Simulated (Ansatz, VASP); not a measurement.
**Cu in VASP and in Ansatz**

INCAR

```
SYSTEM = Cu
PREC = Accurate ; ENCUT = 520
EDIFF = 1E-7 ; ISMEAR = 0
SIGMA = 0.15 ; LREAL = .False.
LASPH = .True. ; NELM = 100
ALGO = Normal ; ISIF = 2
LWAVE = .False. ; LCHARG = .False.
GGA = PE ; NBANDS = 12
```

Contents of KPOINTS:

```
Automatic mesh
0
Gamma
  22 22 22
  0 0 0
```

File POSCAR:

```
Cu
1.0
   -1.5223500000      1.5223500000      1.3589500000
    1.5223500000     -1.5223500000      1.3589500000
    1.5223500000      1.5223500000     -1.3589500000
Cu
1
Direct
    0.0000000000      0.0000000000      0.0000000000
```

Input for Ansatz:

```yaml
crystal:
  lattice:
    - [-1.52235, 1.52235, 1.35895]
    - [1.52235, -1.52235, 1.35895]
    - [1.52235, 1.52235, -1.35895]
  atoms:
    - { symbol: Cu, position: [0.0, 0.0, 0.0] }
basis:
  ecutwfc: 520.0
kpoints:
  mp_grid: { grid: [22, 22, 22] }
hamiltonian:
  xc: pbe
  pseudopotentials: { kind: paw, azcp: { folder: soft_1 } }
scf:
  occupations: { method: gaussian, width: 0.15 }
output:
  forces: true
  stress: true
  eigenvalues: true
  write_density: true
  write_potential: true
  elf: true
  volumetric_format: npy
```

Alike in both runs: task single point; functional PBE; k mesh 22 × 22 × 22; occupations gaussian, width 0.15 eV; no spin polarisation.

|  | VASP | Ansatz |
| --- | --- | --- |
| version | VASP 6.6.1 | Ansatz 0.2.0 |
| potentials or method | VASP PAW PBE potentials, release 64 (Cu), cutoff 520 eV | scalar-relativistic, plane waves, PAW |
| valence electrons in the cell | 11 | 19 |

Ansatz gave:

* gap on the k mesh at the Fermi level (eV): none
* pressure (GPa): -5.7
* traceless stress, the component that is largest in VASP (GPa): 0.47

**Question.** Which values does VASP return?

**Answer.** gap on the k mesh at the Fermi level (eV): none; pressure (GPa): -5.1; traceless stress, the component that is largest in VASP (GPa): 0.49.

A gap of «none» marks a metal or a gap that the smearing closes. VASP's potentials hold 11 valence electrons a cell and Ansatz's 19, so a difference there can come from the potentials and not from the codes.
